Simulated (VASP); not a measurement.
# Ta (I4/mmm) in VASP: a series of runs

The runs below take Ta through single point, with PBE.

Program: VASP 6.6.1. These are calculated values, not measurements. Logs are shortened: lines on timing, memory, paths and dates and some standing lists are left out, and cuts for length are marked.

### 1 The cell of the first run

Symmetry: I4/mmm, No. 139, tetragonal system. Conventional cell: a = 3.053 Å, b = 3.053 Å, c = 3.186 Å, α = 90.00°, β = 90.00°, γ = 90.00°. Within 3.5 Å of Ta (site symmetry 4/mmm) lie 14 Ta at 2.68 to 3.19 Å.

### 2 Single point, PBE (strain -0.080 along x and y, -0.040 along z)

File INCAR:

```
SYSTEM = Ta
  PREC = Accurate
  ENCUT = 520
  EDIFF = 1E-7
  ISMEAR = 0
  SIGMA = 0.15
  LREAL = .False.
  LASPH = .True.
  NELM = 80
  ALGO = Fast
  ISIF = 2
  LWAVE = .False.
  LCHARG = .True.
  GGA = PE
  LELF = .True.
  LVHAR = .True.
  NBANDS = 12
```

File KPOINTS:

```
regular mesh
0
Gamma
  26 26 26
  0 0 0
```

File POSCAR:

```
Ta
1.0
   -1.5266432345      1.5266432345      1.5930190273
    1.5266432345     -1.5266432345      1.5930190273
    1.5266432345      1.5266432345     -1.5930190273
Ta
1
Direct
    0.0000000000      0.0000000000      0.0000000000
```

Potentials or basis: VASP PAW PBE potentials, release 64 (Ta_pv).

Launch:

```
$ cat potpaw_PBE.64/Ta_pv/POTCAR > POTCAR
$ mpirun -np 1 vasp_std > vasp.out
```

OUTCAR:

```text
SYSTEM = Ta
   PREC = Accurate
   ENCUT = 520
   EDIFF = 1E-7
   ISMEAR = 0
   LREAL = .False.
   LASPH = .True.
   NELM = 80
   ISIF = 2
   GGA = PE

 ion  position               nearest neighbor table
   1  0.000  0.000  0.000-

  LATTYP: Found a body centered tetragonal cell.
 ALAT       =     3.0532864690
 C/A-ratio  =     1.0434782609

  Lattice vectors:

 A1 = (  -1.5266432345,   1.5266432345,   1.5930190273)
 A2 = (   1.5266432345,  -1.5266432345,   1.5930190273)
 A3 = (   1.5266432345,   1.5266432345,  -1.5930190273)

Analysis of symmetry for initial positions (statically):
=====================================================================
 Subroutine PRICEL returns:
 Original cell was already a primitive cell.

 Routine SETGRP: Setting up the symmetry group for a
 body centered tetragonal supercell.

 Subroutine GETGRP returns: Found 16 space group operations
 (whereof 16 operations were pure point group operations)
 out of a pool of 16 trial point group operations.

The static configuration has the point symmetry D_4h.

Analysis of symmetry for dynamics (positions and initial velocities):
=====================================================================
 Subroutine PRICEL returns:
 Original cell was already a primitive cell.

 Routine SETGRP: Setting up the symmetry group for a
 body centered tetragonal supercell.

 Subroutine GETGRP returns: Found 16 space group operations
 (whereof 16 operations were pure point group operations)
 out of a pool of 16 trial point group operations.

The dynamic configuration has the point symmetry D_4h.

 Subroutine INISYM returns: Found 16 space group operations
 (whereof 16 operations are pure point group operations),
 and found     1 'primitive' translations

----------------------------------------------------------------------------------------

                                     Primitive cell

  volume of cell :      14.8510

  direct lattice vectors                    reciprocal lattice vectors
    -1.526643235  1.526643235  1.593019027     0.000000000  0.327515944  0.313869446
     1.526643235 -1.526643235  1.593019027     0.327515944  0.000000000  0.313869446
     1.526643235  1.526643235 -1.593019027     0.327515944  0.327515944  0.000000000

  length of vectors
     2.683093131  2.683093131  2.683093131     0.453630602  0.453630602  0.463177490

  position of ions in fractional coordinates (direct lattice)
     0.000000000  0.000000000  0.000000000

  ion indices of the primitive-cell ions
   primitive index   ion index
                 1           1

----------------------------------------------------------------------------------------

 KPOINTS: regular mesh

Automatic generation of k-mesh.
 Grid dimensions read from file:
 generate k-points for:   26   26   26

 Generating k-lattice:

  Cartesian coordinates                     Fractional coordinates (reciprocal lattice)
     0.000000000  0.012596767  0.012071902     0.038461538  0.000000000 -0.000000000
     0.012596767  0.000000000  0.012071902     0.000000000  0.038461538 -0.000000000
     0.012596767  0.012596767  0.000000000     0.000000000  0.000000000  0.038461538

  Length of vectors
     0.017447331  0.017447331  0.017814519

  Shift w.r.t. Gamma in fractional coordinates (k-lattice)
     0.000000000  0.000000000  0.000000000

 Subroutine IBZKPT returns following result:
 ===========================================

 Found   1330 irreducible k-points:

 Following reciprocal coordinates:
            Coordinates               Weight
  0.000000  0.000000  0.000000      1.000000
  0.038462  0.000000 -0.000000      8.000000
  0.076923  0.000000 -0.000000      8.000000
  0.115385  0.000000  0.000000      8.000000
  0.153846 -0.000000  0.000000      8.000000
  0.192308  0.000000 -0.000000      8.000000
[... 16 lines left out ...]
  0.346154  0.038462 -0.000000     16.000000
  0.384615  0.038462  0.000000     16.000000
 [... further k-points ...]
   k-points           NKPTS =   1330   k-points in BZ     NKDIM =   1330   number of bands    NBANDS=     12
   number of dos      NEDOS =    301   number of ions     NIONS =      1
   total plane-waves  NPLWV =   8000
   dimension x,y,z NGX =    20 NGY =   20 NGZ =   20
   dimension x,y,z NGXF=    40 NGYF=   40 NGZF=   40
   ions per type =               1
   NGX,Y,Z   is equivalent  to a cutoff of  12.39, 12.39, 12.39 a.u.
   NGXF,Y,Z  is equivalent  to a cutoff of  24.78, 24.78, 24.78 a.u.
 SYSTEM =  Ta
   PREC   = accura    normal or accurate (medium, high low for compatibility)
   ISTART =      0    job   : 0-new  1-cont  2-samecut
   ICHARG =      2    charge: 1-file 2-atom 10-const
   ISPIN  =      1    spin polarized calculation?
   LNONCOLLINEAR =      F non collinear calculations
   LSORBIT =      F    spin-orbit coupling
   LASPH  =      T    aspherical Exc in radial PAW
   ENCUT  =  520.0 eV  38.22 Ry    6.18 a.u.   4.99  4.99  4.99*2*pi/ulx,y,z
   NELM   =     80;   NELMIN=  2; NELMDL= -5     # of ELM steps
   EDIFF  = 0.1E-06   stopping-criterion for ELM
   LREAL  =      F    real-space projection
   EDIFFG = 0.1E-05   stopping-criterion for IOM
   NSW    =      0    number of steps for IOM
   IBRION =     -1    ionic relax: 0-MD 1-quasi-New 2-CG
   NFREE  =      0    steps in history (QN), initial steepest desc. (CG)
   ISIF   =      2    stress and relaxation
   ISYM   =      2    0-nonsym 1-usesym 2-fastsym
   POTIM  = 0.5000    time-step for ionic-motion
   TEBEG  =    0.0;   TEEND  =   0.0 temperature during run
   PSTRESS=    0.0 pullay stress
   NELECT =      11.0000    total number of electrons
   NUPDOWN=      -1.0000    fix difference up-down
   EMIN   =  10.00;   EMAX   =-10.00  energy-range for DOS
   EFERMI =   0.00;   METHOD = LEGACY
   ISMEAR =     0;   SIGMA  =   0.15  broadening in eV -4-tet -1-fermi 0-gaus
   EFERMI_NEDOS =   21; number of points for ismear=-14 and -15
   IALGO  =     68    algorithm
   IMIX   =      4    mixing-type and parameters
     AMIX     =   0.40;   BMIX     =  1.00
     AMIX_MAG =   1.60;   BMIX_MAG =  1.00
  volume/ion in A,a.u.               =      14.85       100.22
  Fermi-wavevector in a.u.,A,eV,Ry     =   1.481223  2.799105 29.851465  2.194021
  Thomas-Fermi vector in A             =   2.595160
   LORBIT       =      0    0 simple, 1 ext, 2 COOP (PROOUT), +10 PAW based schemes
   GGA     = PE    functional components
   LHFCALC =     F    Hartree Fock is set to
   AEXX    =    0.0000 exact exchange contribution
   IVDW    =     0    specifies the selected vdW correction
   LEPSILON=     F    determine dielectric tensor
   LRPA    =     F    only Hartree local field effects (RPA)
 non-spin polarized calculation
 RMM-DIIS sequential band-by-band and
 Gauss-broadening in eV      SIGMA  =   0.15
  energy-cutoff  :      520.00
  volume of cell :       14.85
 maximum number of plane-waves:       414
   NGX =  9   NGY =  9   NGZ =  9

 number of electron      11.0000001 magnetization

 Free energy of the ion-electron system (eV)
  ---------------------------------------------------
  ext. energy  EPLUGINS =         0.00000000
  ---------------------------------------------------
  free energy    TOTEN  =       -11.25704714 eV

  energy without entropy =      -11.24533541  energy(sigma->0) =      -11.25119128

 E-fermi :   7.1865     XC(G=0): -13.6377

 val. band max:        7.1823374200   @ k =  -0.1154   0.2308   0.1154
 cond. band min:       7.1876552870   @ k =  -0.1154   0.1154   0.0385
 fundamental gap:      0.0053178669
 Fermi energy:         7.1865489155

 k-point     1 :       0.0000    0.0000    0.0000
  band No.  band energies     occupation
      1     -25.1191      2.00000
      2     -25.1115      2.00000
      3     -25.1115      2.00000
      4      -1.4272      2.00000
      5       7.6509      0.00001
      6       7.6509      0.00001
      7       8.3112      0.00000
      8      11.3569      0.00000
      9      12.2984      0.00000
     10      22.5480      0.00000
     11      23.4193      0.00000
     12      23.4193      0.00000

 k-point     2 :       0.0385    0.0000   -0.0000
  band No.  band energies     occupation
      1     -25.1517      2.00000
      2     -25.1214      2.00000
      3     -25.1152      2.00000
      4      -1.3420      2.00000
      5       7.6399      0.00002
      6       7.6636      0.00001
      7       8.3251      0.00000
      8      11.2842      0.00000
      9      12.2614      0.00000
     10      22.7147      0.00000
     11      23.5609      0.00000
     12      23.5831      0.00000

 k-point     3 :       0.0769    0.0000   -0.0000
  band No.  band energies     occupation
      1     -25.2567      2.00000
      2     -25.1505      2.00000
      3     -25.1159      2.00000
      4      -1.0924      2.00000
      5       7.5971      0.00011
      6       7.6296      0.00003
      7       8.4449      0.00000
      8      11.0900      0.00000
      9      12.1828      0.00000
     10      23.1075      0.00000
     11      23.9777      0.00000
     12      24.1119      0.00000
[... 286 lines left out ...]
 k-point    23 :       0.3462    0.0385   -0.0000
  band No.  band energies     occupation
      1     -26.9421      2.00000
      2     -25.6620      2.00000
      3     -25.1345      2.00000
      4       2.0104      2.00000
      5       5.5739      2.00000
      6       7.8292      0.00000
      7      11.5054      0.00000
      8      12.6123      0.00000
      9      14.5434      0.00000
     10      21.4482      0.00000
     11      22.4953      0.00000
     12      24.1903      0.00000

 k-point    24 :       0.3846    0.0385    0.0000
  band No.  band energies     occupation
      1     -27.0967      2.00000
      2     -25.7126      2.00000
      3     -25.1362      2.00000
      4       1.9923      2.00000
      5       5.3950      2.00000
      6       8.5107      0.00000
      7      11.5592      0.00000
      8      12.8612      0.00000
      9      15.5797      0.00000
     10      20.8863      0.00000
     11      22.4687      0.00000
     12      23.3122      0.00000

 [... further k-points ...]

------------------------ aborting loop because EDIFF is reached ----------------------------------------

  FORCE on cell =-STRESS in cart. coord.  units (eV):
  Direction    XX          YY          ZZ          XY          YZ          ZX
  --------------------------------------------------------------------------------------
  -------------------------------------------------------------------------------------
  Total        5.8741800      5.8741800      5.0800142      0.0000000     -0.0000000      0.0000000
  in kB      633.7263430    633.7263430    548.0490593      0.0000000     -0.0000000      0.0000000
  external PRESSURE =     605.1672484 kB  Pullay stress =       0.0000000 kB

 VOLUME and BASIS-vectors are now :
 -----------------------------------------------------------------------------
  energy-cutoff  :      520.00
  volume of cell :       14.85
      direct lattice vectors                 reciprocal lattice vectors
    -1.526643235  1.526643235  1.593019027     0.000000000  0.327515944  0.313869446
     1.526643235 -1.526643235  1.593019027     0.327515944  0.000000000  0.313869446
     1.526643235  1.526643235 -1.593019027     0.327515944  0.327515944  0.000000000

 POSITION                                       TOTAL-FORCE (eV/Angst)
 -----------------------------------------------------------------------------------
      0.00000      0.00000      0.00000         0.000000      0.000000      0.000000
 -----------------------------------------------------------------------------------
    total drift:                                0.000000      0.000000      0.000000

  FREE ENERGIE OF THE ION-ELECTRON SYSTEM (eV)
  ---------------------------------------------------
  free  energy   TOTEN  =       -11.2570471450 eV

  energy  without entropy=      -11.2453354102  energy(sigma->0) =      -11.25119128
```

It took 7.3 min on 1 thread of Intel Xeon 8259CL, shared host; peak memory 0.33 GiB.

What came out:

```yaml
Free_energy: -11.2570 eV
Pressure: 60.5 GPa
Band_gap_on_the_k_mesh: zero (an odd number of electrons rules out a gap without spin polarisation)
```

Caveat: the cell differs from its parent crystal (strain -0.080 along x and y, -0.040 along z); the stress differs along the axes, from 55 to 63 GPa; spin-orbit coupling is left out, which moves the levels of the heavy elements.

[end of part 1 of 2]
